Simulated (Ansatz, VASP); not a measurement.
Two plane-wave programs on La

```
La
1.0
     0.00000    4.80548    4.80548
     4.80548    0.00000    4.80548
     4.80548    4.80548    0.00000
La
4
Direct
  0.12500 0.12500 0.12500
  0.12500 0.12500 0.62500
  0.12500 0.62500 0.12500
  0.62500 0.12500 0.12500
```

Alike in both runs: functional PBE; k mesh 8 × 8 × 8; occupations gaussian, width 0.1 eV; no spin polarisation.

Ansatz relaxed the structure, and its values are those at the end. VASP's run is a single point on that final structure, the one shown.

|  | VASP | Ansatz |
| --- | --- | --- |
| version | VASP 6.6.1 | Ansatz 0.2.0 |
| potentials or method | VASP PAW PBE potentials, release 64 (La), cutoff 520 eV | scalar-relativistic, plane waves, PAW |
| valence electrons in the cell | 44 | 44 |

|  | VASP | Ansatz | Ansatz less VASP |
| --- | --- | --- | --- |
| gap on the k mesh at the Fermi level (eV) | none | none | - |
| pressure (GPa) | 0.0 | 0.0 | -0.01 |

A gap of «none» marks a metal or a gap that the smearing closes.

Spin-orbit coupling is off throughout.
